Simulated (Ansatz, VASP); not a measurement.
**Two plane-wave programs on Li**

```
CELL_PARAMETERS angstrom
0.00000 1.98671 1.98671
1.98671 0.00000 1.98671
1.98671 1.98671 0.00000
ATOMIC_POSITIONS crystal
Li 0.00000 0.00000 0.00000
```

Alike in both runs: functional BLYP; dispersion D3(BJ); k mesh 8 × 8 × 8; occupations gaussian, width 0.15 eV; no spin polarisation.

Ansatz relaxed the structure, and its values are those at the end. VASP's run is a single point on that final structure, the one shown.

|  | VASP | Ansatz |
| --- | --- | --- |
| version | VASP 6.6.1 | Ansatz 0.2.0 |
| potentials or method | VASP PAW PBE potentials, release 64 (Li_sv) | plane waves, PAW |
| plane-wave cutoff (eV) | 750 | 420 |
| valence electrons in the cell | 3 | 3 |

```csv
,VASP,Ansatz,Ansatz less VASP
pressure (GPa),-0.1,0.0,+0.09
```

VASP's potentials were made for PBE, not for BLYP.
